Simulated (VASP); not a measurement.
# In (Pm-3m) in VASP: further runs, part 2 of 2

VASP 6.6.1.

## Step 5: Relaxation of cell and atoms, PBEsol

This run uses another cell than the first one, of 27.63 Å³/atom, 1.064 times its volume.

Contents of INCAR:

```
  PREC = Accurate
  ENCUT = 600
  EDIFF = 1E-6
  ISMEAR = -1
  SIGMA = 0.05
  LREAL = False
  LASPH = True
  NELM = 80
  ALGO = Normal
  ISIF = 3
  LWAVE = False
  LCHARG = False
  GGA = PS
  IBRION = 2
  NSW = 60
  EDIFFG = -0.005
```

Contents of KPOINTS:

```
regular mesh
0
Gamma
  14 14 14
```

Contents of POSCAR:

```
In
1.0
    3.0230622565      0.0000000000      0.0000000000
    0.0000000000      3.0230622565      0.0000000000
    0.0000000000      0.0000000000      3.0230622565
In
1
Direct
    0.0000000000      0.0000000000      0.0000000000
```

Potentials or basis: VASP PAW PBE potentials, release 64 (In_d).

Launch:

```console
cat potpaw_PBE.64/In_d/POTCAR > POTCAR
mpirun -np 1 vasp_std > vasp.out
```

OUTCAR:

```text
PREC = Accurate
   ENCUT = 600
   EDIFF = 1E-6
   ISMEAR = -1
   LREAL = False
   LASPH = True
   NELM = 80
   ISIF = 3
   GGA = PS
   IBRION = 2
   NSW = 60
   EDIFFG = -0.005

 ion  position               nearest neighbor table
   1  0.000  0.000  0.000-

  LATTYP: Found a simple cubic cell.
 ALAT       =     3.0230622565

  Lattice vectors:

 A1 = (   3.0230622565,   0.0000000000,   0.0000000000)
 A2 = (   0.0000000000,   3.0230622565,   0.0000000000)
 A3 = (   0.0000000000,   0.0000000000,   3.0230622565)

Analysis of symmetry for initial positions (statically):
=====================================================================
 Subroutine PRICEL returns:
 Original cell was already a primitive cell.

 Routine SETGRP: Setting up the symmetry group for a
 simple cubic supercell.

 Subroutine GETGRP returns: Found 48 space group operations
 (whereof 48 operations were pure point group operations)
 out of a pool of 48 trial point group operations.

The static configuration has the point symmetry O_h .

Analysis of symmetry for dynamics (positions and initial velocities):
=====================================================================
 Subroutine PRICEL returns:
 Original cell was already a primitive cell.

 Routine SETGRP: Setting up the symmetry group for a
 simple cubic supercell.

 Subroutine GETGRP returns: Found 48 space group operations
 (whereof 48 operations were pure point group operations)
 out of a pool of 48 trial point group operations.

The dynamic configuration has the point symmetry O_h .

 Subroutine INISYM returns: Found 48 space group operations
 (whereof 48 operations are pure point group operations),
 and found     1 'primitive' translations

----------------------------------------------------------------------------------------
[... 162 lines left out ...]
      0.00000      0.00000      0.00000         0.000000      0.000000      0.000000
 -----------------------------------------------------------------------------------
    total drift:                                0.000000     -0.000000      0.000000

  FREE ENERGIE OF THE ION-ELECTRON SYSTEM (eV)
  ---------------------------------------------------
  free  energy   TOTEN  =        -2.8891294870 eV

  energy  without entropy=       -2.8845445801  energy(sigma->0) =       -2.88683703

--------------------------------------- Ionic step        2  -------------------------------------------

 number of electron      13.0000014 magnetization

 Free energy of the ion-electron system (eV)
  ---------------------------------------------------
  ext. energy  EPLUGINS =         0.00000000
  ---------------------------------------------------
  free energy    TOTEN  =        -2.88946952 eV

  energy without entropy =       -2.88491310  energy(sigma->0) =       -2.88719131

 E-fermi :   6.6680     XC(G=0): -10.1225

 val. band max:        6.6528140950   @ k =   0.4286   0.2857   0.2857
 cond. band min:       6.7089424376   @ k =   0.3571   0.2857   0.0000
 fundamental gap:      0.0561283425
 Fermi energy:         6.6680371196

 k-point     1 :       0.0000    0.0000    0.0000
  band No.  band energies     occupation
      1      -8.2771      2.00000
      2      -8.2771      2.00000
      3      -7.4809      2.00000
      4      -7.4809      2.00000
      5      -7.4809      2.00000
      6      -2.6103      2.00000
      7      14.1457      0.00000
      8      14.1457      0.00000
      9      14.1457      0.00000
     10      17.4285      0.00000
[... 287 lines left out ...]
 k-point    24 :       0.3571    0.2143    0.0000
  band No.  band energies     occupation
      1      -8.1037      2.00000
      2      -7.7913      2.00000
      3      -7.6971      2.00000
      4      -7.6491      2.00000
      5      -7.5485      2.00000
      6       0.4427      2.00000
      7       6.1877      1.99987
      8      11.2307      0.00000
      9      16.6586      0.00000
     10      17.3701      0.00000

 [... further k-points ...]
[... 5 lines left out ...]
  --------------------------------------------------------------------------------------
  -------------------------------------------------------------------------------------
  Total        0.0015250      0.0015250      0.0015250      0.0000000     -0.0000000     -0.0000000
  in kB        0.0893253      0.0893253      0.0893253      0.0000000     -0.0000000     -0.0000000
  external PRESSURE =       0.0893253 kB  Pullay stress =       0.0000000 kB

 VOLUME and BASIS-vectors are now :
 -----------------------------------------------------------------------------
  energy-cutoff  :      600.00
  volume of cell :       27.35
      direct lattice vectors                 reciprocal lattice vectors
     3.012995836 -0.000000000 -0.000000000     0.331895580  0.000000000 -0.000000000
    -0.000000000  3.012995836 -0.000000000     0.000000000  0.331895580  0.000000000
     0.000000000 -0.000000000  3.012995836     0.000000000  0.000000000  0.331895580

 POSITION                                       TOTAL-FORCE (eV/Angst)
 -----------------------------------------------------------------------------------
      0.00000      0.00000      0.00000         0.000000     -0.000000      0.000000
 -----------------------------------------------------------------------------------
    total drift:                                0.000000     -0.000000      0.000000

  FREE ENERGIE OF THE ION-ELECTRON SYSTEM (eV)
  ---------------------------------------------------
  free  energy   TOTEN  =        -2.8894695209 eV

  energy  without entropy=       -2.8849131034  energy(sigma->0) =       -2.88719131

 reached required accuracy - stopping structural energy minimisation
```

CONTCAR:

```text
In
   1.00000000000000
     3.0129958363243832   -0.0000000000000000   -0.0000000000000000
    -0.0000000000000000    3.0129958363243832   -0.0000000000000000
     0.0000000000000000   -0.0000000000000000    3.0129958363243832
  In
     1
Direct
     0.0000000000000000    0.0000000000000000    0.0000000000000000

  0.00000000E+00  0.00000000E+00  0.00000000E+00
```

It took 22 s on 1 thread of Intel Xeon 6975P-C, shared host; peak memory 0.17 GiB.

Results:

```yaml
Free_energy: -2.8895 eV
Relaxed_volume: 27.35 Å³/atom
Relaxed_cell: a = 3.013 Å, b = 3.013 Å, c = 3.013 Å, α = 90.00°, β = 90.00°, γ = 90.00°
Space_group_after_relaxing_to_0.05_Å: Pm-3m (No. 221)
Energy_gained_by_relaxing: 0.3 meV/atom
Ionic_steps: 2
Pressure_after_relaxing: 0.0 GPa
```

The path:
| step | energy change (eV) | largest force (eV/Å) | pressure (GPa) | volume (Å³) |
| --- | --- | --- | --- | --- |
| 1 | 0.0000 | 0.0000 | -0.40 | 27.63 |
| 2 | -0.0003 | 0.0000 | 0.01 | 27.35 |

Final structure:
```
In
1.0
     3.01300    0.00000    0.00000
     0.00000    3.01300    0.00000
     0.00000    0.00000    3.01300
In
1
Direct
  0.00000 0.00000 0.00000
```

Levels at points of the mesh, in eV from the Fermi level:
```
           k point  band 2  band 3  band 4  band 5  band 6  band 7  band 8  band 9  band 10
(0.00, 0.00, 0.00)  -14.95  -14.15  -14.15  -14.15   -9.28    7.48    7.48    7.48    10.76
(0.50, 0.00, 0.00)  -14.41  -14.37  -14.37  -14.13   -5.45   -3.55   10.69   10.69    12.83
(0.50, 0.50, 0.00)  -14.64  -14.34  -14.34  -13.92   -1.48   -0.67   -0.67    3.91    14.47
(0.50, 0.50, 0.50)  -14.65  -14.65  -13.91  -13.91    2.17    2.17    2.17    3.22     7.33
```

Caveat: the PAW data sets were made with another functional, which shifts forces and pressure a little; spin-orbit coupling is left out, which moves the levels of the heavy elements.

## Step 6: The runs side by side

| task | cell | cutoff (eV) | gap on the mesh (eV) | pressure (GPa) |
| --- | --- | --- | --- | --- |
| single point | a = 2.961 Å, 1 atom | 520 | none | 2.3 |
| single point | a = 3.012 Å, 1 atom | 520 | none | 0.0 |
| relaxation of cell and atoms | relaxed from a = 3.023 Å, 1 atom | 600 | none | 0.0 |

Alike in all rows: level PBEsol; potentials or basis VASP PAW PBE potentials, release 64 (In_d); no spin polarisation; k mesh 14 × 14 × 14; smearing fermi-dirac 0.05 eV.

Caveats: the PAW data sets were made with another functional, which shifts forces and pressure a little; spin-orbit coupling is left out, which moves the levels of the heavy elements.

Total energies depend on the potentials used, so only differences within one code and one set of settings carry meaning.
